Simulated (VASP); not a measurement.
# TiTe2 (P-3m1) in VASP: vibrations by perturbation theory with PBEsol

Aim: the vibrations by perturbation theory of TiTe2 with PBEsol.

Everything below comes from runs of VASP 6.6.1. Logs are shortened: lines on timing, memory, paths and dates and some standing lists are left out, and cuts for length are marked.

### 1 The cell of the first run

Symmetry: P-3m1, No. 164, trigonal system. Conventional cell: a = 3.696 Å, b = 3.696 Å, c = 6.446 Å, α = 90.00°, β = 90.00°, γ = 120.00°. Ti (site symmetry -3m) has 6 Te at 2.74 Å and 6 Ti at 3.70 Å within 3.7 Å. Within 3.7 Å of Te (site symmetry 3m) lie 3 Ti at 2.74 Å and 9 Te at 3.68 to 3.70 Å.

### 2 Vibrations by perturbation theory, PBEsol

Contents of INCAR:

```
SYSTEM = TiTe2
PREC = Accurate
ENCUT = 520
EDIFF = 1E-8
ISMEAR = 0
SIGMA = 0.03
LREAL = .FALSE.
LASPH = .TRUE.
NELM = 100
ALGO = Normal
ISIF = 2
LWAVE = .FALSE.
LCHARG = .TRUE.
GGA = PS
NBANDS = 19
IBRION = 8
NSW = 1
```

Contents of KPOINTS:

```
regular mesh
0
G
  12 12 8
  0 0 0
```

Contents of POSCAR:

```
TiTe2
1.0
    3.6957107767      0.0000000000      0.0000000000
   -1.8478553884      3.2005794177      0.0000000000
    0.0000000000      0.0000000000      6.4458457353
Ti Te
1 2
Direct
    0.0000000000      0.0000000000      0.0000000000
    0.3333333333      0.6666666667      0.2673204741
    0.6666666667      0.3333333333      0.7326795259
```

Potentials or basis: VASP PAW PBE potentials, release 64 (Ti_sv, Te).

Run with:

```
$ cat potpaw_PBE.64/Ti_sv/POTCAR potpaw_PBE.64/Te/POTCAR > POTCAR
$ mpirun -np 1 vasp_std > vasp.out
```

OUTCAR:

```text
SYSTEM = TiTe2
   PREC = Accurate
   ENCUT = 520
   EDIFF = 1E-8
   ISMEAR = 0
   LREAL = .FALSE.
   LASPH = .TRUE.
   NELM = 100
   ISIF = 2
   GGA = PS
   IBRION = 8
   NSW = 1

 ion  position               nearest neighbor table
   1  0.000  0.000  0.000-   2 2.74   3 2.74   3 2.74   2 2.74   3 2.74   2 2.74
   2  0.333  0.667  0.267-   1 2.74   1 2.74   1 2.74   3 3.68   3 3.68   3 3.68
   3  0.667  0.333  0.733-   1 2.74   1 2.74   1 2.74   2 3.68   2 3.68   2 3.68

  LATTYP: Found a hexagonal cell.
 ALAT       =     3.6957107767
 C/A-ratio  =     1.7441423652

  Lattice vectors:

 A1 = (   3.6957107767,   0.0000000000,   0.0000000000)
 A2 = (  -1.8478553884,   3.2005794177,   0.0000000000)
 A3 = (   0.0000000000,   0.0000000000,   6.4458457353)

Analysis of symmetry for initial positions (statically):
=====================================================================
 Subroutine PRICEL returns:
 Original cell was already a primitive cell.

 Routine SETGRP: Setting up the symmetry group for a
 hexagonal supercell.

 Subroutine GETGRP returns: Found 12 space group operations
 (whereof 12 operations were pure point group operations)
 out of a pool of 24 trial point group operations.

The static configuration has the point symmetry D_3d.

Analysis of symmetry for dynamics (positions and initial velocities):
=====================================================================
 Subroutine PRICEL returns:
 Original cell was already a primitive cell.

 Routine SETGRP: Setting up the symmetry group for a
 hexagonal supercell.

 Subroutine GETGRP returns: Found 12 space group operations
 (whereof 12 operations were pure point group operations)
 out of a pool of 24 trial point group operations.

The dynamic configuration has the point symmetry D_3d.

 Subroutine INISYM returns: Found 12 space group operations
 (whereof 12 operations are pure point group operations),
 and found     1 'primitive' translations

----------------------------------------------------------------------------------------

                                     Primitive cell

  volume of cell :      76.2441

  direct lattice vectors                    reciprocal lattice vectors
     3.695710777  0.000000000  0.000000000     0.270583945  0.156221713  0.000000000
    -1.847855388  3.200579418  0.000000000     0.000000000  0.312443426  0.000000000
     0.000000000  0.000000000  6.445845735     0.000000000  0.000000000  0.155138680

  length of vectors
     3.695710777  3.695710777  6.445845735     0.312443426  0.312443426  0.155138680

  position of ions in fractional coordinates (direct lattice)
     0.000000000  0.000000000  0.000000000
     0.333333333  0.666666667  0.267320474
     0.666666667  0.333333333  0.732679526

  ion indices of the primitive-cell ions
   primitive index   ion index
                 1           1
                 2           2
                 3           3

----------------------------------------------------------------------------------------

 KPOINTS: regular mesh

Automatic generation of k-mesh.
 Grid dimensions read from file:
 generate k-points for:   12   12    8

 Generating k-lattice:

  Cartesian coordinates                     Fractional coordinates (reciprocal lattice)
     0.022548662  0.013018476  0.000000000     0.083333333  0.000000000  0.000000000
     0.000000000  0.026036952  0.000000000     0.000000000  0.083333333  0.000000000
     0.000000000  0.000000000  0.019392335     0.000000000  0.000000000  0.125000000

  Length of vectors
     0.026036952  0.026036952  0.019392335

  Shift w.r.t. Gamma in fractional coordinates (k-lattice)
     0.000000000  0.000000000  0.000000000

 Subroutine IBZKPT returns following result:
 ===========================================

 Found    131 irreducible k-points:

 Following reciprocal coordinates:
            Coordinates               Weight
  0.000000  0.000000  0.000000      1.000000
  0.083333  0.000000  0.000000      6.000000
  0.166667  0.000000  0.000000      6.000000
  0.250000  0.000000  0.000000      6.000000
  0.333333  0.000000  0.000000      6.000000
  0.416667  0.000000  0.000000      6.000000
[... 16 lines left out ...]
  0.166667  0.000000  0.125000      6.000000
  0.000000  0.166667  0.125000      6.000000
 [... further k-points ...]
   k-points           NKPTS =    131   k-points in BZ     NKDIM =    131   number of bands    NBANDS=     19
[... 19 lines left out ...]
   EDIFFG = 0.1E-06   stopping-criterion for IOM
   NSW    =      1    number of steps for IOM
   IBRION =      8    ionic relax: 0-MD 1-quasi-New 2-CG
   NFREE  =      0    steps in history (QN), initial steepest desc. (CG)
   ISIF   =      2    stress and relaxation
   ISYM   =      2    0-nonsym 1-usesym 2-fastsym
   POTIM  = 0.5000    time-step for ionic-motion
   TEBEG  =    0.0;   TEEND  =   0.0 temperature during run
   PSTRESS=    0.0 pullay stress
   NELECT =      24.0000    total number of electrons
   NUPDOWN=      -1.0000    fix difference up-down
   EMIN   =  10.00;   EMAX   =-10.00  energy-range for DOS
   EFERMI =   0.00;   METHOD = LEGACY
   ISMEAR =     0;   SIGMA  =   0.03  broadening in eV -4-tet -1-fermi 0-gaus
   EFERMI_NEDOS =   21; number of points for ismear=-14 and -15
   IALGO  =     38    algorithm
   IMIX   =      4    mixing-type and parameters
     AMIX     =   0.40;   BMIX     =  1.00
     AMIX_MAG =   1.60;   BMIX_MAG =  1.00
  volume/ion in A,a.u.               =      25.41       171.51
  Fermi-wavevector in a.u.,A,eV,Ry     =   1.113636  2.104466 16.873729  1.240184
  Thomas-Fermi vector in A             =   2.250222
   LORBIT       =      0    0 simple, 1 ext, 2 COOP (PROOUT), +10 PAW based schemes
   GGA     = PS    functional components
   LHFCALC =     F    Hartree Fock is set to
   AEXX    =    0.0000 exact exchange contribution
   IVDW    =     0    specifies the selected vdW correction
   LEPSILON=     F    determine dielectric tensor
   LRPA    =     F    only Hartree local field effects (RPA)
 non-spin polarized calculation
 Gauss-broadening in eV      SIGMA  =   0.03
  energy-cutoff  :      520.00
  volume of cell :       76.24
 maximum number of plane-waves:      2082
   NGX = 13   NGY = 13   NGZ = 23

--------------------------------------- Ionic step        1  -------------------------------------------

 number of electron      24.0000001 magnetization

 Free energy of the ion-electron system (eV)
  ---------------------------------------------------
  ext. energy  EPLUGINS =         0.00000000
  ---------------------------------------------------
  free energy    TOTEN  =       -17.54084832 eV

  energy without entropy =      -17.54040234  energy(sigma->0) =      -17.54062533

 E-fermi :   7.3271     XC(G=0): -10.2541

 val. band max:        7.3264791774   @ k =   0.4167   0.0000   0.2500
 cond. band min:       7.3407512409   @ k =   0.4167   0.0000   0.1250
 fundamental gap:      0.0142720635
 Fermi energy:         7.3270675105

 k-point     1 :       0.0000    0.0000    0.0000
  band No.  band energies     occupation
      1     -49.7967      2.00000
      2     -26.1630      2.00000
      3     -26.1630      2.00000
      4     -26.1295      2.00000
      5      -5.3970      2.00000
      6      -3.7765      2.00000
[... 505 lines left out ...]
      6      -3.6749      2.00000
[... 11 lines left out ...]
     18      13.3571      0.00000
     19      14.1841      0.00000

 [... further k-points ...]
[... 5 lines left out ...]
  --------------------------------------------------------------------------------------
  -------------------------------------------------------------------------------------
  Total        0.0207075      0.0207075      0.0312790     -0.0000000     -0.0000000      0.0000000
  in kB        0.4351429      0.4351429      0.6572901     -0.0000000     -0.0000000      0.0000000
  external PRESSURE =       0.5091920 kB  Pullay stress =       0.0000000 kB

 VOLUME and BASIS-vectors are now :
 -----------------------------------------------------------------------------
  energy-cutoff  :      520.00
  volume of cell :       76.24
      direct lattice vectors                 reciprocal lattice vectors
     3.695710777  0.000000000  0.000000000     0.270583945  0.156221713  0.000000000
    -1.847855388  3.200579418  0.000000000     0.000000000  0.312443426  0.000000000
     0.000000000  0.000000000  6.445845735     0.000000000  0.000000000  0.155138680

 POSITION                                       TOTAL-FORCE (eV/Angst)
 -----------------------------------------------------------------------------------
      0.00000      0.00000      0.00000        -0.000000      0.000000      0.000000
     -0.00000      2.13372      1.72311         0.000000     -0.000000      0.020099
      1.84786      1.06686      4.72274        -0.000000      0.000000     -0.020099
 -----------------------------------------------------------------------------------
    total drift:                                0.000000      0.000000     -0.000000

  FREE ENERGIE OF THE ION-ELECTRON SYSTEM (eV)
  ---------------------------------------------------
  free  energy   TOTEN  =       -17.5408483236 eV

  energy  without entropy=      -17.5404023359  energy(sigma->0) =      -17.54062533

[... ionic steps 2 to 3 ...]

--------------------------------------- Ionic step        4  -------------------------------------------

------------------------ aborting loop because EDIFF is reached ----------------------------------------
[... 11 lines left out ...]
[... ionic steps 8 to 8 ...]

--------------------------------------- Ionic step        9  -------------------------------------------

 Free energy of the ion-electron system (eV)
  ---------------------------------------------------
  ---------------------------------------------------
  free energy    TOTEN  =        -0.06409663 eV

  energy without entropy =       -0.06409621

------------------------ aborting loop because EDIFF is reached ----------------------------------------

 INTERNAL STRAIN TENSOR  FOR ION    2  DIRECTION 3   (eV/Angst):
 -----------------------------------------------------------------------------
    -6.46133  0.00000  0.00000
     0.00000 -6.46133 -0.00000
    -0.00000 -0.00000-13.20411

 INTERNAL STRAIN TENSOR FOR ION    3 for displacements in x,y,z  (eV/Angst):
          X           Y           Z          XY          YZ          ZX
  --------------------------------------------------------------------------------
  x     0.00000    -0.00000    -0.00000    -2.13951    -0.00000     5.94186
  y    -2.13951     2.13951     0.00000    -0.00000     7.00863    -0.00000
  z     6.46133     6.46133    13.20411    -0.00000     0.00000    -0.00000

 SECOND DERIVATIVES (NOT SYMMETRIZED)
 ------------------------------------
               1X          1Y          1Z          2X          2Y          2Z          3X          3Y          3Z
  1X    -4.792694    0.000000    0.000000    2.396347   -0.000000    0.000000    2.396347   -0.000000    0.000000
  1Y     0.000000   -4.792694    0.000000   -0.000000    2.396347    0.000000   -0.000000    2.396347    0.000000
  1Z     0.000000    0.000000  -11.615146   -0.000000    0.000000    5.807573   -0.000000   -0.000000    5.807573
  2X     2.386958   -0.000000    0.000000   -3.587434    0.000000    0.000000    1.200476   -0.000000    0.000000
  2Y    -0.000000    2.386958    0.000000    0.000000   -3.587434    0.000000   -0.000000    1.200476   -0.000000
  2Z     0.000000    0.000000    5.807099    0.000000    0.000000   -7.912488   -0.000000    0.000000    2.105389
  3X     2.386958   -0.000000    0.000000    1.200476   -0.000000    0.000000   -3.587434    0.000000    0.000000
  3Y    -0.000000    2.386958    0.000000   -0.000000    1.200476   -0.000000    0.000000   -3.587434    0.000000
  3Z     0.000000    0.000000    5.807099   -0.000000    0.000000    2.105389    0.000000    0.000000   -7.912488

 Eigenvectors and eigenvalues of the dynamical matrix
 ----------------------------------------------------

   1 f  =    8.391150 THz    52.723151 2PiTHz  279.898640 cm-1    34.702993 meV
             X         Y         Z           dx          dy          dz
      0.000000  0.000000  0.000000     0.000000   -0.000000    0.917623
     -0.000000  2.133720  1.723107     0.000000   -0.000000   -0.281040
      1.847855  1.066860  4.722739    -0.000000    0.000000   -0.281040
[... 43 lines left out ...]
   9 f/i=    0.003852 THz     0.024206 2PiTHz    0.128503 cm-1     0.015932 meV
             X         Y         Z           dx          dy          dz
      0.000000  0.000000  0.000000     0.101692   -0.383557    0.000000
     -0.000000  2.133720  1.723107     0.166337   -0.627378    0.000000
      1.847855  1.066860  4.722739     0.166337   -0.627378    0.000000

--------------------------------------------------------------------------------------------------------

 ELASTIC MODULI CONTR FROM IONIC RELAXATION (kBar)
 Direction    XX          YY          ZZ          XY          YZ          ZX
 --------------------------------------------------------------------------------
 XX        -215.3277   -134.9662   -357.9230      0.0000    131.6244     -0.0000
 YY        -134.9662   -215.3277   -357.9230      0.0000   -131.6244      0.0000
 ZZ        -357.9230   -357.9230   -731.4364      0.0000     -0.0000      0.0000
 XY           0.0000      0.0000      0.0000    -40.1808      0.0000    111.5902
 YZ         131.6244   -131.6244     -0.0000      0.0000   -431.1761      0.0000
 ZX          -0.0000      0.0000      0.0000    111.5902      0.0000   -309.9086
 --------------------------------------------------------------------------------
```

Wall time 31 min (1 thread of AMD EPYC 9R45 (Zen 5), shared host); peak memory 1.6 GiB.

Results:

| Quantity | Value |
| --- | --- |
| Highest phonon frequency at Γ, LO-TO splitting left out | 280 cm⁻¹ |

Phonon frequencies in cm⁻¹ (negative: imaginary):
```csv
q point,frequencies
"(0.000, 0.000, 0.000)",0 0 0 101 101 146 180 180 280
```

Caveat: the PAW data sets were made with another functional, which shifts forces and pressure a little; spin-orbit coupling is left out, which moves the levels of the heavy elements; this functional lacks dispersion, which binds the layers, so the pressure and a relaxed spacing across them are unreliable.
